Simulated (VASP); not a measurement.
# TaRu19 in VASP: single point with PBE

Aim: the single point of TaRu19 with PBE.

Everything below comes from runs of VASP 6.6.1. Logs are shortened: lines on timing, memory, paths and dates and some standing lists are left out, and cuts for length are marked.

### 1 The cell of the first run

The cell holds a slab with vacuum, 20 atoms: a = 5.440 Å, b = 5.440 Å, c = 20.594 Å, α = 90.00°, β = 90.00°, γ = 120.00°.

### 2 Single point, PBE

INCAR reads:

```
SYSTEM = TaRu19
ALGO     = Normal         ! electronic algorithm
DIPOL    = 0.5 0.5 0.500
EDIFF    = 1E-6           ! SCF threshold, eV
ENCUT    = 400            ! plane-wave cutoff, eV
GGA      = PE             ! functional
GGA_COMPAT= .False.      
IDIPOL   = 3            
ISIF     = 2              ! what is computed and relaxed
ISMEAR   = 1              ! smearing method
LASPH    = .True.         ! aspherical terms in the spheres
LCHARG   = .False.        ! write CHGCAR
LDIPOL   = .True.       
LREAL    = .False.        ! projectors in reciprocal space
LWAVE    = .False.        ! write WAVECAR
NBANDS   = 154            ! bands
NELM     = 120            ! most SCF steps
NELMDL   = -8           
PREC     = Accurate       ! precision mode
SIGMA    = 0.1            ! smearing width, eV
```

KPOINTS reads:

```
k-points
0
Gamma
  9 9 1
  0 0 0
```

POSCAR reads:

```
TaRu19
1.0
    5.4395046079      0.0000000000      0.0000000000
   -2.7197523040      4.7107491745      0.0000000000
    0.0000000000      0.0000000000     20.5940128308
Ru Ta
19 1
Direct
    0.1678412354      0.3321587646      0.2935013852
    0.1678412354      0.8356824708      0.2935013852
    0.6643175292      0.3321587646      0.2935013852
    0.6666666667      0.8333333333      0.2940699347
    0.3333333333      0.1666666667      0.3946514277
    0.3350684769      0.6675342384      0.3932437841
    0.8324657616      0.1649315231      0.3932437841
    0.8324657616      0.6675342384      0.3932437841
    0.1651520668      0.3348479332      0.4978194083
    0.1651520668      0.8303041336      0.4978194083
    0.6696958664      0.3348479332      0.4978194083
    0.6666666667      0.8333333333      0.4991800671
    0.3371713046      0.6685856523      0.6061804448
    0.8314143477      0.1628286954      0.6061804448
    0.8314143477      0.6685856523      0.6061804448
    0.1653114682      0.3346885318      0.7085456233
    0.1653114682      0.8306229364      0.7085456233
    0.6693770636      0.3346885318      0.7085456233
    0.6666666667      0.8333333333      0.7058333951
    0.3333333333      0.1666666667      0.6083932384
```

Potentials or basis: VASP PAW PBE potentials, release 64 (Ru_pv, Ta_pv).

Launch:

```bash
> cat potpaw_PBE.64/Ru_pv/POTCAR potpaw_PBE.64/Ta_pv/POTCAR > POTCAR
> mpirun -np 1 vasp_std > vasp.out
```

OUTCAR:

```text
SYSTEM = TaRu19
   EDIFF = 1E-6
   ENCUT = 400
   GGA = PE
   ISIF = 2
   ISMEAR = 1
   LASPH = .True.
   LREAL = .False.
   NELM = 120
   NELMDL = -8
   PREC = Accurate

 ion  position               nearest neighbor table
   1  0.168  0.332  0.294-   7 2.59   6 2.59   5 2.60   3 2.70   2 2.70   4 2.72   4 2.72   3 2.74
                             2 2.74
   2  0.168  0.836  0.294-   8 2.59   6 2.59   5 2.60   3 2.70   1 2.70   4 2.72   4 2.72   3 2.74
                             1 2.74
   3  0.664  0.332  0.294-   8 2.59   7 2.59   5 2.60   1 2.70   2 2.70   4 2.72   4 2.72   1 2.74
                             2 2.74
   4  0.667  0.833  0.294-   6 2.57   8 2.57   7 2.57   2 2.72   3 2.72   1 2.72   1 2.72   2 2.72
                             3 2.72
   5  0.333  0.167  0.395-   1 2.60   3 2.60   2 2.60   9 2.65  11 2.65  10 2.65   7 2.72   6 2.72
                             8 2.72   8 2.72   7 2.72   6 2.72
   6  0.335  0.668  0.393-   4 2.57   1 2.59   2 2.59   9 2.66  10 2.66  12 2.68   8 2.71   7 2.71
                             5 2.72   5 2.72   8 2.73   7 2.73
   7  0.832  0.165  0.393-   4 2.57   1 2.59   3 2.59   9 2.66  11 2.66  12 2.68   6 2.71   8 2.71
                             5 2.72   5 2.72   6 2.73   8 2.73
   8  0.832  0.668  0.393-   4 2.57   2 2.59   3 2.59  10 2.66  11 2.66  12 2.68   6 2.71   7 2.71
                             5 2.72   5 2.72   6 2.73   7 2.73
   9  0.165  0.335  0.498-   5 2.65   7 2.66   6 2.66  11 2.70  10 2.70  12 2.72  12 2.72  14 2.73
[... 9 lines left out ...]
  14  0.831  0.163  0.606-  19 2.57  16 2.63  18 2.63  13 2.69  15 2.69  12 2.70  20 2.72  20 2.72
                             9 2.73  11 2.73  13 2.75  15 2.75
  15  0.831  0.669  0.606-  19 2.57  17 2.63  18 2.63  13 2.69  14 2.69  12 2.70  20 2.72  20 2.72
                            10 2.73  11 2.73  13 2.75  14 2.75
  16  0.165  0.335  0.709-  20 2.60  14 2.63  13 2.63  18 2.70  17 2.70  19 2.72  19 2.72  18 2.74
                            17 2.74
  17  0.165  0.831  0.709-  20 2.60  15 2.63  13 2.63  18 2.70  16 2.70  19 2.72  19 2.72  18 2.74
                            16 2.74
  18  0.669  0.335  0.709-  20 2.60  14 2.63  15 2.63  16 2.70  17 2.70  19 2.72  19 2.72  16 2.74
                            17 2.74
  19  0.667  0.833  0.706-  15 2.57  13 2.57  14 2.57  17 2.72  18 2.72  16 2.72  16 2.72  17 2.72
                            18 2.72
  20  0.333  0.167  0.608-  16 2.60  18 2.60  17 2.60  14 2.72  13 2.72  15 2.72  15 2.72  14 2.72
                            13 2.72   9 2.77  11 2.77  10 2.77

  LATTYP: Found a hexagonal cell.
 ALAT       =     5.4395046079
 C/A-ratio  =     3.7860088952

  Lattice vectors:

 A1 = (   5.4395046079,   0.0000000000,   0.0000000000)
 A2 = (  -2.7197523040,   4.7107491745,   0.0000000000)
 A3 = (   0.0000000000,   0.0000000000,  20.5940128308)

Analysis of symmetry for initial positions (statically):
=====================================================================
 Subroutine PRICEL returns:
 Original cell was already a primitive cell.

[... 168 lines left out ...]
  Fermi-wavevector in a.u.,A,eV,Ry     =   1.320600  2.495572 23.728350  1.743985
  Thomas-Fermi vector in A             =   2.450415
   LORBIT       =      0    0 simple, 1 ext, 2 COOP (PROOUT), +10 PAW based schemes
   GGA     = PE    functional components
   LHFCALC =     F    Hartree Fock is set to
   AEXX    =    0.0000 exact exchange contribution
   IVDW    =     0    specifies the selected vdW correction
   LEPSILON=     F    determine dielectric tensor
   LRPA    =     F    only Hartree local field effects (RPA)
 non-spin polarized calculation
 Methfessel and Paxton  Order N= 1 SIGMA  =   0.10
  energy-cutoff  :      400.00
  volume of cell :      527.70
 maximum number of plane-waves:      9612
 NGX is ok and might be reduce to    36
   NGX = 17   NGY = 17   NGZ = 67

 dipolmoment           0.000000      0.000000      0.048195 electrons x Angstroem

 number of electron     276.9999901 magnetization

 dipolmoment           0.000000      0.000000     -0.025516 electrons x Angstroem

 Free energy of the ion-electron system (eV)
  ---------------------------------------------------
  ext. energy  EPLUGINS =         0.00000000
  ---------------------------------------------------
  free energy    TOTEN  =      -180.01439373 eV

  energy without entropy =     -180.01382722  energy(sigma->0) =     -180.01420489

 E-fermi :   4.1979     XC(G=0):  -8.2738

 val. band max:        4.1952188040   @ k =   0.2222   0.2222   0.0000
 cond. band min:       4.2010389563   @ k =   0.3333   0.3333   0.0000
 fundamental gap:      0.0058201523
 Fermi energy:         4.1979470484

 k-point     1 :       0.0000    0.0000    0.0000
  band No.  band energies     occupation
      1     -39.4716      2.00000
      2     -39.4510      2.00000
      3     -39.4510      2.00000
      4     -39.3933      2.00000
      5     -39.2807      2.00000
      6     -39.2724      2.00000
[... 1825 lines left out ...]
    149       4.8449     -0.00000
    150       4.9864     -0.00000
 [bands above 150 left out]

------------------------ aborting loop because EDIFF is reached ----------------------------------------

 vacuum level on the upper side and lower side of the slab       (xc-potential included)        -0.345        -0.177

  FORCE on cell =-STRESS in cart. coord.  units (eV):
  Direction    XX          YY          ZZ          XY          YZ          ZX
  --------------------------------------------------------------------------------------
  -------------------------------------------------------------------------------------
  Total       -6.1001023     -6.1001023     -1.3656498      0.0000000      0.0000000      0.0000000
  in kB      -18.5206998    -18.5206998     -4.1462895      0.0000000      0.0000000      0.0000000
  external PRESSURE =     -13.7292297 kB  Pullay stress =       0.0000000 kB

 VOLUME and BASIS-vectors are now :
 -----------------------------------------------------------------------------
  energy-cutoff  :      400.00
  volume of cell :      527.70
      direct lattice vectors                 reciprocal lattice vectors
     5.439504608  0.000000000  0.000000000     0.183840271  0.106140230  0.000000000
    -2.719752304  4.710749175  0.000000000     0.000000000  0.212280460  0.000000000
     0.000000000  0.000000000 20.594012831     0.000000000  0.000000000  0.048557802

 POSITION                                       TOTAL-FORCE (eV/Angst)
 -----------------------------------------------------------------------------------
      0.00958      1.56472      6.04437         0.002200     -0.001270     -0.013006
     -1.35988      3.93669      6.04437        -0.000000      0.002540     -0.013006
      2.71017      1.56472      6.04437        -0.002200     -0.001270     -0.013006
      1.35988      3.92562      6.05608         0.000000     -0.000000     -0.014331
      1.35988      0.78512      8.12746         0.000000     -0.000000      0.002742
      0.00708      3.14459      8.09847        -0.002706     -0.001562      0.010278
[... 12 lines left out ...]
      1.35988      3.92562     14.53594         0.000000     -0.000000      0.016019
      1.35988      0.78512     12.52926         0.000000     -0.000000     -0.032111
 -----------------------------------------------------------------------------------
    total drift:                               -0.000008      0.000002      0.001415

  FREE ENERGIE OF THE ION-ELECTRON SYSTEM (eV)
  ---------------------------------------------------
  free  energy   TOTEN  =      -180.0143937299 eV

  energy  without entropy=     -180.0138272165  energy(sigma->0) =     -180.01420489

 vacuum level on the upper side and lower side of the slab         8.755         8.932
```

OSZICAR:

```text
N       E                     dE             d eps       ncg     rms          rms(c)
DAV:   1     0.284015746126E+04    0.28402E+04   -0.15703E+05  4776   0.149E+03
DAV:   2    -0.473858121359E+02   -0.28875E+04   -0.28189E+04  3904   0.493E+02
DAV:   3    -0.185173451777E+03   -0.13779E+03   -0.13316E+03  5592   0.884E+01
[... 30 lines left out ...]
DAV:  34    -0.180014372850E+03   -0.29116E-04   -0.29605E-06  2720   0.485E-03    0.314E-03
DAV:  35    -0.180014387857E+03   -0.15008E-04   -0.11351E-06  2432   0.246E-03    0.264E-03
DAV:  36    -0.180014392279E+03   -0.44213E-05   -0.36210E-07  2376   0.130E-03    0.145E-03
DAV:  37    -0.180014393597E+03   -0.13183E-05   -0.19312E-07  2312   0.103E-03    0.799E-04
DAV:  38    -0.180014393730E+03   -0.13300E-06   -0.90430E-08  2224   0.614E-04
   1 F= -.18001439E+03 E0= -.18001420E+03  d E =-.566513E-03
```

stdout:

```text
POSCAR found type information on POSCAR RuTa
 POSCAR found :  2 types and      20 ions
 scaLAPACK will be used
 -----------------------------------------------------------------------------
|                                                                             |
|                                                                             |
|     You have a (more or less) 'large supercell' and for larger cells it     |
|     might be more efficient to use real-space projection operators.         |
|     Therefore, try LREAL= Auto in the INCAR file.                           |
|     Mind: For very accurate calculation, you might also keep the            |
|     reciprocal projection scheme (i.e. LREAL=.FALSE.).                      |
|                                                                             |
 -----------------------------------------------------------------------------

 LDA part: xc-table for (Slater+PW92), standard interpolation
 POSCAR, INCAR and KPOINTS ok, starting setup
 FFT: planning ... GRIDC
 FFT: planning ... GRID_SOFT
 FFT: planning ... GRID
 WAVECAR not read
 entering main loop
```

Run time: 78 min. Hardware: 1 thread of Intel Xeon 8259CL, shared host; peak memory 0.7 GiB.

What came out:

```
Free energy            : -180.0144 eV
Largest force          : 0.032 eV/Å
Band gap on the k mesh : zero (an odd number of electrons rules out a gap without spin polarisation)
```

Forces in eV/Å, atoms in the order of the input:
```
Ru   0.002 -0.001 -0.013
Ru   0.000  0.003 -0.013
Ru  -0.002 -0.001 -0.013
Ru   0.000  0.000 -0.014
Ru   0.000  0.000  0.003
Ru  -0.003 -0.002  0.010
Ru   0.000  0.003  0.010
Ru   0.003 -0.002  0.010
Ru  -0.008  0.005 -0.005
Ru   0.000 -0.009 -0.005
Ru   0.008  0.005 -0.005
Ru   0.000  0.000  0.001
Ru   0.000  0.000 -0.010
Ru   0.000  0.000 -0.010
Ru   0.000  0.000 -0.010
Ru  -0.013  0.007  0.028
Ru   0.000 -0.015  0.028
Ru   0.013  0.007  0.028
Ru   0.000  0.000  0.016
Ta   0.000  0.000 -0.032
```

Caveat: spin-orbit coupling is left out, which moves the levels of the heavy elements.
